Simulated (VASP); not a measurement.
# Al4CN4 in VASP: further runs, part 2 of 2

VASP 6.6.1.

## 3. Single point, PBE, collinear spin

The input, INCAR:

```
  PREC = Accurate
  ENCUT = 520
  EDIFF = 1E-7
  ISMEAR = 0
  SIGMA = 0.05
  LREAL = False
  LASPH = True
  NELM = 150
  ALGO = Normal
  ISIF = 2
  LWAVE = False
  LCHARG = False
  ISPIN = 2
  MAGMOM = 0 0 0 0 0 0 0 0 2
  LORBIT = 11
  LDIPOL = True
  IDIPOL = 3
  DIPOL = 0.5 0.5 0.322
  GGA = PE
  NBANDS = 32
```

The input, KPOINTS:

```
Automatic mesh
0
Gamma
  9 6 1
```

The input, POSCAR:

```
Al4CN4
1.0
    3.1297683445      0.0000000000      0.0000000000
    0.0000000000      5.0173032419      0.0000000000
    0.0000000000      0.0000000000     19.0620320396
Al N C
4 4 1
Direct
    0.0000000000      0.9982714950      0.2098412169
    0.5000000000      0.4982714950      0.2572383830
    0.5000000000      0.9915197257      0.3577010219
    0.0000000000      0.4624332462      0.3868097530
    0.0000000000      0.6167285050      0.2098412169
    0.5000000000      0.1167285050      0.2572383830
    0.5000000000      0.6143669392      0.3564124135
    0.0000000000      0.1112303975      0.3967065014
    0.3333333333      0.9445637309      0.4640256817
```

Potentials or basis: VASP PAW PBE potentials, release 64 (Al, N, C).

Started as:

```sh
$ cat potpaw_PBE.64/Al/POTCAR potpaw_PBE.64/N/POTCAR potpaw_PBE.64/C/POTCAR > POTCAR
$ mpirun -np 1 vasp_std > vasp.out
```

OUTCAR:

```text
PREC = Accurate
   ENCUT = 520
   EDIFF = 1E-7
   ISMEAR = 0
   LREAL = False
   LASPH = True
   NELM = 150
   ISIF = 2
   ISPIN = 2
   LORBIT = 11
   GGA = PE

 ion  position               nearest neighbor table
   1  0.000  0.998  0.210-   6 1.90   6 1.90   5 1.91   2 3.09   2 3.09   2 3.09   2 3.09   3 3.22
                             3 3.22
   2  0.500  0.498  0.257-   5 1.90   5 1.90   6 1.91   7 1.98   4 2.93   4 2.93   1 3.09   1 3.09
                             1 3.09   1 3.09   3 3.13   3 3.18
   3  0.500  0.992  0.358-   8 1.83   8 1.83   7 1.89   6 2.02   9 2.11   4 2.89   4 2.89   2 3.13
                             4 3.13   4 3.13   2 3.18   1 3.22   1 3.22
   4  0.000  0.462  0.387-   8 1.77   7 1.83   7 1.83   3 2.89   3 2.89   2 2.93   2 2.93   3 3.13
                             3 3.13
   5  0.000  0.617  0.210-   2 1.90   2 1.90   1 1.91
   6  0.500  0.117  0.257-   1 1.90   1 1.90   2 1.91   3 2.02
   7  0.500  0.614  0.356-   4 1.83   4 1.83   3 1.89   2 1.98
   8  0.000  0.111  0.397-   4 1.77   3 1.83   3 1.83   9 1.85
   9  0.333  0.945  0.464-   8 1.85   3 2.11

  LATTYP: Found a simple orthorhombic cell.
 ALAT       =     3.1297683445
 B/A-ratio  =     1.6030909287
 C/A-ratio  =     6.0905568532

  Lattice vectors:

 A1 = (   3.1297683445,   0.0000000000,   0.0000000000)
 A2 = (   0.0000000000,   5.0173032419,   0.0000000000)
 A3 = (   0.0000000000,   0.0000000000,  19.0620320396)

Analysis of symmetry for initial positions (statically):
=====================================================================
 Subroutine PRICEL returns:
 Original cell was already a primitive cell.

 Routine SETGRP: Setting up the symmetry group for a
 simple orthorhombic supercell.

 Subroutine GETGRP returns: Found  1 space group operations
 (whereof  1 operations were pure point group operations)
 out of a pool of  8 trial point group operations.

The static configuration has the point symmetry C_1 .

Analysis of symmetry for dynamics (positions and initial velocities):
=====================================================================
 Subroutine PRICEL returns:
 Original cell was already a primitive cell.

 Routine SETGRP: Setting up the symmetry group for a
 simple orthorhombic supercell.

 Subroutine GETGRP returns: Found  1 space group operations
 (whereof  1 operations were pure point group operations)
 out of a pool of  8 trial point group operations.

The dynamic configuration has the point symmetry C_1 .

Analysis of structural, dynamic, and magnetic symmetry:
=====================================================================
 Subroutine PRICEL returns:
 Original cell was already a primitive cell.

 Routine SETGRP: Setting up the symmetry group for a
 simple orthorhombic supercell.

 Subroutine GETGRP returns: Found  1 space group operations
 (whereof  1 operations were pure point group operations)
 out of a pool of  8 trial point group operations.

The overall configuration has the point symmetry C_1 .

 Subroutine INISYM returns: Found  1 space group operations
 (whereof  1 operations are pure point group operations),
 and found     1 'primitive' translations

----------------------------------------------------------------------------------------

                                     Primitive cell

  volume of cell :     299.3310

  direct lattice vectors                    reciprocal lattice vectors
     3.129768344  0.000000000  0.000000000     0.319512465  0.000000000  0.000000000
     0.000000000  5.017303242  0.000000000     0.000000000  0.199310257  0.000000000
     0.000000000  0.000000000 19.062032040     0.000000000  0.000000000  0.052460304

  length of vectors
[... 125 lines left out ...]
   LEPSILON=     F    determine dielectric tensor
   LRPA    =     F    only Hartree local field effects (RPA)
 spin polarized calculation
 Gauss-broadening in eV      SIGMA  =   0.05
  energy-cutoff  :      520.00
  volume of cell :      299.33
 maximum number of plane-waves:      8106
 NGX is ok and might be reduce to    24
   NGX = 11   NGY = 19   NGZ = 71

 number of electron      35.9999997 magnetization       1.9999145

 dipolmoment           0.000000      0.000000      0.197758 electrons x Angstroem

 Free energy of the ion-electron system (eV)
  ---------------------------------------------------
  ext. energy  EPLUGINS =         0.00000000
  ---------------------------------------------------
  free energy    TOTEN  =       -57.95455442 eV

  energy without entropy =      -57.95448180  energy(sigma->0) =      -57.95451811

 E-fermi :  -0.7466     XC(G=0):  -4.3063

 val. band max:       -0.8438634566   @ k =   0.2222  -0.1667   0.0000
 cond. band min:      -0.6713876269   @ k =   0.0000   0.0000   0.0000
 fundamental gap:      0.1724758298
 Fermi energy:        -0.7465514891

 spin component 1

 k-point     1 :       0.0000    0.0000    0.0000
  band No.  band energies     occupation
      1     -17.9681      1.00000
      2     -16.6153      1.00000
      3     -16.1172      1.00000
      4     -14.4779      1.00000
      5     -10.5970      1.00000
      6      -8.2059      1.00000
[... 781 lines left out ...]
     29       5.8484      0.00000
     30       5.8918      0.00000

 [... further k-points ...]

 spin component 2

 k-point     1 :       0.0000    0.0000    0.0000
  band No.  band energies     occupation
      1     -17.8101      1.00000
      2     -16.5366      1.00000
      3     -15.9954      1.00000
      4     -14.4654      1.00000
      5      -9.4384      1.00000
      6      -7.9397      1.00000
[... 781 lines left out ...]
     29       5.9037      0.00000
     30       6.0512      0.00000

 [... further k-points ...]

 [bands above 30 left out]

------------------------ aborting loop because EDIFF is reached ----------------------------------------

 vacuum level on the upper side and lower side of the slab       (xc-potential included)         1.093        -1.125

  FORCE on cell =-STRESS in cart. coord.  units (eV):
  Direction    XX          YY          ZZ          XY          YZ          ZX
  --------------------------------------------------------------------------------------
  -------------------------------------------------------------------------------------
  Total        3.8326914     -1.0909354     -1.8140182      0.9885274      2.2516850     -3.6339827
  in kB       20.5145830     -5.8392607     -9.7095810      5.2911193     12.0522041    -19.4509894
  external PRESSURE =       1.6552471 kB  Pullay stress =       0.0000000 kB

 VOLUME and BASIS-vectors are now :
 -----------------------------------------------------------------------------
  energy-cutoff  :      520.00
  volume of cell :      299.33
      direct lattice vectors                 reciprocal lattice vectors
     3.129768344  0.000000000  0.000000000     0.319512465  0.000000000  0.000000000
     0.000000000  5.017303242  0.000000000     0.000000000  0.199310257  0.000000000
     0.000000000  0.000000000 19.062032040     0.000000000  0.000000000  0.052460304

 POSITION                                       TOTAL-FORCE (eV/Angst)
 -----------------------------------------------------------------------------------
      0.00000      5.00863      4.00000         0.000573     -1.695730      2.048390
      1.56488      2.49998      4.90349         0.018390      0.930887     -1.958453
      1.56488      4.97476      6.81851         0.345396     -1.098835     -0.722224
      0.00000      2.32017      7.37338         0.216403      1.773252      1.078776
      0.00000      3.09431      4.00000         0.008467      0.710826      0.752709
      1.56488      0.58566      4.90349         0.081248      0.132278     -0.653084
      1.56488      3.08247      6.79394         0.277697     -0.862582     -1.185377
      0.00000      0.55808      7.56203         1.254529     -0.222154      0.624159
      1.04326      4.73916      8.84527        -2.202704      0.332058      0.015104
 -----------------------------------------------------------------------------------
    total drift:                               -0.000150     -0.000666      0.000049

  FREE ENERGIE OF THE ION-ELECTRON SYSTEM (eV)
  ---------------------------------------------------
  free  energy   TOTEN  =       -57.9545544206 eV

  energy  without entropy=      -57.9544818024  energy(sigma->0) =      -57.95451811

 vacuum level on the upper side and lower side of the slab         5.062         2.753

 total charge

# of ion       s       p       d       tot
------------------------------------------
    1        0.386   0.366   0.000   0.752
    2        0.368   0.423   0.000   0.791
    3        0.366   0.451   0.000   0.817
    4        0.394   0.436   0.000   0.830
    5        1.235   2.482   0.000   3.716
    6        1.233   2.569   0.000   3.803
    7        1.237   2.626   0.000   3.863
    8        1.243   2.588   0.000   3.831
    9        1.012   1.090   0.000   2.102
--------------------------------------------------
tot          7.475  13.030   0.000  20.505

 magnetization (x)

# of ion       s       p       d       tot
------------------------------------------
    1        0.003   0.004   0.000   0.007
    2        0.002   0.004   0.000   0.007
    3        0.006   0.022   0.000   0.028
    4        0.005   0.012   0.000   0.017
    5        0.001   0.003   0.000   0.004
    6        0.003   0.003   0.000   0.006
    7        0.009   0.033   0.000   0.042
    8        0.009   0.056   0.000   0.065
    9        0.040   0.771   0.000   0.811
--------------------------------------------------
tot          0.079   0.909   0.000   0.988
```

Run time: 11 min. Hardware: 1 thread of Intel Xeon Platinum 8488C (Sapphire Rapids), shared host; peak memory 0.71 GiB.

Results:

- Free energy: -57.9546 eV
- Largest force: 2.659 eV/Å
- Band gap on the k mesh: 0.17 eV (least direct gap 0.30 eV)
- Net moment: 2.00 μB per cell
- Site moments: Al +0.01, +0.03, +0.02 (each value once); N +0.00, +0.01, +0.04, +0.07; C +0.81 μB
- Valence electrons inside the program's atomic spheres: Al 0.75, 0.79, 0.82, 0.83; N 3.72, 3.80, 3.86, 3.83; C 2.10

Forces on the atoms (eV/Å):
```
Al   0.001 -1.696  2.048
Al   0.018  0.931 -1.958
Al   0.345 -1.099 -0.722
Al   0.216  1.773  1.079
N    0.008  0.711  0.753
N    0.081  0.132 -0.653
N    0.278 -0.863 -1.185
N    1.255 -0.222  0.624
C   -2.203  0.332  0.015
```

Levels at points of the mesh, in eV from the valence-band top:
Spin up:
| k point | band 15 | band 16 | band 17 | band 18 | band 19 | band 20 | band 21 | band 22 | band 23 | band 24 |
| --- | --- | --- | --- | --- | --- | --- | --- | --- | --- | --- |
| (0.00, 0.00, 0.00) | -2.55 | -1.69 | -1.46 | -0.46 | -0.13 | 0.17 | 2.23 | 3.11 | 3.63 | 4.36 |
| (0.00, 0.50, 0.00) | -2.61 | -1.85 | -1.67 | -0.28 | -0.20 | 0.42 | 2.97 | 3.29 | 4.05 | 4.30 |
Spin down:
| k point | band 14 | band 15 | band 16 | band 17 | band 18 | band 19 | band 20 | band 21 |
| --- | --- | --- | --- | --- | --- | --- | --- | --- |
| (0.00, 0.00, 0.00) | -2.51 | -2.18 | -1.62 | -1.45 | 0.20 | 1.63 | 1.83 | 2.84 |
| (0.00, 0.50, 0.00) | -3.06 | -2.22 | -1.74 | -1.66 | 0.50 | 1.53 | 1.92 | 3.43 |

## 4. Single point, PBE, collinear spin

The input, INCAR:

```
PREC = Accurate
ENCUT = 520
EDIFF = 1E-6
ISMEAR = 0
SIGMA = 0.05
LREAL = F
LASPH = T
NELM = 150
ALGO = Normal
ISIF = 2
LWAVE = F
LCHARG = F
ISPIN = 2
MAGMOM = 0 0 0 0 0 0 0 0 2
LORBIT = 11
LDIPOL = T
IDIPOL = 3
DIPOL = 0.5 0.5 0.319
GGA = PE
NBANDS = 32
```

The input, KPOINTS:

```
regular mesh
0
Gamma
  9 6 1
```

Changes to POSCAR since step 3:

```diff
@@ -16,2 +16,2 @@
     0.0000000000      0.1112303975      0.3967065014
-    0.3333333333      0.9445637309      0.4640256817
+    0.3333333333      0.7778970642      0.4423476872
```

Started as:

```sh
$ cat potpaw_PBE.64/Al/POTCAR potpaw_PBE.64/N/POTCAR potpaw_PBE.64/C/POTCAR > POTCAR
$ mpirun -np 1 vasp_std > vasp.out
```

Wall time 7.9 min (1 thread of Intel Xeon 6975P-C (Granite Rapids), shared host); peak memory 0.71 GiB.

The run converged. Its results:

```yaml
Free_energy: -58.0295 eV
Largest_force: 3.059 eV/Å
Band_gap_on_the_k_mesh: 0.11 eV (least direct gap 0.43 eV)
Net_moment: 0.00 μB per cell
Valence_electrons_inside_the_program's_atomic_spheres: Al 0.75, 0.78, 0.83, 0.85; N 3.72, 3.80, 3.86 (each value once); C 2.12
```

Forces in eV/Å, atoms in the order of the input:
```
Al  -0.018 -1.592  2.062
Al  -0.140  0.790 -2.326
Al   0.829  0.895 -0.573
Al   0.279  1.032  2.866
N   -0.028  0.666  0.921
N    0.089  0.204 -0.820
N   -0.117  0.078 -1.259
N    0.484 -0.906 -0.899
C   -1.376 -1.167  0.027
```

Levels at points of the mesh, in eV from the valence-band top:
Spin up:
| k point | band 15 | band 16 | band 17 | band 18 | band 19 | band 20 | band 21 | band 22 |
| --- | --- | --- | --- | --- | --- | --- | --- | --- |
| (0.00, 0.00, 0.00) | -2.44 | -1.84 | -1.64 | -0.41 | 0.11 | 1.02 | 2.52 | 3.28 |
| (0.00, 0.50, 0.00) | -2.68 | -1.96 | -1.87 | -0.02 | 0.41 | 1.44 | 2.15 | 3.93 |
Spin down:
```tsv
k point	band 15	band 16	band 17	band 18	band 19	band 20	band 21	band 22
(0.00, 0.00, 0.00)	-2.44	-1.84	-1.64	-0.41	0.11	1.02	2.52	3.27
(0.00, 0.50, 0.00)	-2.68	-1.96	-1.87	-0.02	0.41	1.44	2.15	3.93
```

## 5. Summary

```csv
cell,gap on the mesh (eV),moment (μB),largest force (eV/Å)
"as given, atomic positions A",none,0.02,2.61
"as given, atomic positions B",0.17,2.00,2.66
"as given, atomic positions C",0.11,0.00,3.06
```

Alike in all rows: task single point; level PBE; potentials or basis VASP PAW PBE potentials, release 64 (Al, N, C); spin collinear; k mesh 9 × 6 × 1; cutoff (eV) 520; smearing gaussian 0.05 eV.

Absolute energies hang on the potentials; compare differences alone.
